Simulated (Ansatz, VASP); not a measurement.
## Ti2BN: VASP beside Ansatz

INCAR

```
PREC = Accurate ; ENCUT = 520
EDIFF = 1E-6 ; ISMEAR = -1
SIGMA = 0.05 ; LREAL = False
LASPH = True ; NELM = 60
ALGO = Normal ; ISIF = 2
LWAVE = False ; LCHARG = True
GGA = PE ; LELF = True
LVHAR = True ; NBANDS = 24
```

The input KPOINTS:

```
regular mesh
0
Gamma
  10 10 5
```

Contents of POSCAR:

```
Ti2BN
1.0
    3.0293818810      0.0000000000      0.0000000000
   -1.5146909405      2.6235216707      0.0000000000
    0.0000000000      0.0000000000      5.8649306371
Ti B N
2 1 1
Direct
    0.0000000000      0.0000000000      0.2565625700
    0.0000000000      0.0000000000      0.7434374300
    0.0000000000      0.0000000000      0.5000000000
    0.0000000000      0.0000000000      0.0000000000
```

File input.yaml:

```yaml
crystal:
  lattice:
    - [3.029381881, 0.0, 0.0]
    - [-1.5146909405, 2.6235216707, 0.0]
    - [0.0, 0.0, 5.8649306371]
  atoms:
    - { symbol: Ti, position: [0.0, 0.0, 0.25656257] }
    - { symbol: Ti, position: [0.0, 0.0, 0.74343743] }
    - { symbol: B, position: [0.0, 0.0, 0.5] }
    - { symbol: "N", position: [0.0, 0.0, 0.0] }
kpoints:
  mp_grid: { grid: [10, 10, 5] }
scf:
  occupations: { method: fermi_dirac, width: 0.05 }
hamiltonian:
  xc: pbe
  pseudopotentials: { kind: all_electron, lapw: { basis_error: 0.001 } }
output:
  forces: true
  stress: true
  eigenvalues: true
```

Change from the starting cell: volume scaled by 1.02.

Alike in both runs: task single point; functional PBE; k mesh 10 × 10 × 5; occupations fermi-dirac, width 0.05 eV; no spin polarisation.

```csv
,VASP,Ansatz
version,VASP 6.6.1,Ansatz 0.2.0
potentials or method,"VASP PAW PBE potentials, release 64 (Ti_sv, B, N), cutoff 520 eV","all-electron LAPW, scalar-relativistic"
```

VASP gave:

| Property | Result |
| --- | --- |
| gap on the k mesh at the Fermi level (eV) | none |
| pressure (GPa) | 108.5 |
| traceless stress, the component that is largest in VASP (GPa) | 192.58 |
| rms of the force components (eV/Å) | 1.903 |

Task: What did Ansatz give for the same quantities?

Result: gap on the k mesh at the Fermi level (eV): none; pressure (GPa): 107.8; traceless stress, the component that is largest in VASP (GPa): 190.24; rms of the force components (eV/Å): 2.261.

Atom by atom the forces differ by 0.358 eV/Å (rms over components). A gap of «none» marks a metal or a gap that the smearing closes. Both programs put the cell under a high pressure, so it lies far from rest at this level. Ansatz ran all-electron here, and VASP with PAW potentials.

Noted on VASP's run: the cell as given lies far from equilibrium.
